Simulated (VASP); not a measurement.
A run of VASP 6.6.1 is set up as follows.

File INCAR:

```
PREC     = Accurate       # precision mode
ENCUT    = 520            # plane-wave cutoff, eV
EDIFF    = 1E-7           # SCF threshold, eV
ISMEAR   = 0              # smearing method
SIGMA    = 0.02           # smearing width, eV
LREAL    = False          # projectors in reciprocal space
LASPH    = True           # aspherical terms in the spheres
NELM     = 100            # most SCF steps
ALGO     = Normal         # electronic algorithm
ISIF     = 2              # what is computed and relaxed
LWAVE    = False          # write WAVECAR
LCHARG   = False          # write CHGCAR
GGA      = PS             # functional
NBANDS   = 11             # bands
```

The input KPOINTS:

```
Automatic mesh
0
Gamma
  12 12 12
```

Contents of POSCAR:

```
BN
1.0
    0.0000000000      1.7887249166      1.7887249166
    1.7887249166      0.0000000000      1.7887249166
    1.7887249166      1.7887249166      0.0000000000
B N
1 1
Direct
    0.0000000000      0.0000000000      0.0000000000
    0.7500000000      0.7500000000      0.7500000000
```

Potentials or basis: VASP PAW PBE potentials, release 64 (B, N).

Command:

```bash
$ cat potpaw_PBE.64/B/POTCAR potpaw_PBE.64/N/POTCAR > POTCAR
$ mpirun -np 1 vasp_std > vasp.out
```

Problem. Predict the band gap on the k mesh.

Solution. 4.31 eV, indirect (least direct gap 8.91 eV).

Problem. Predict the pressure.

Solution. 10.2 GPa.

Caveat: the cell differs from its parent crystal (functional PBEsol, strained); the PAW data sets were made with another functional, which shifts forces and pressure a little. A k mesh can miss the band edges.
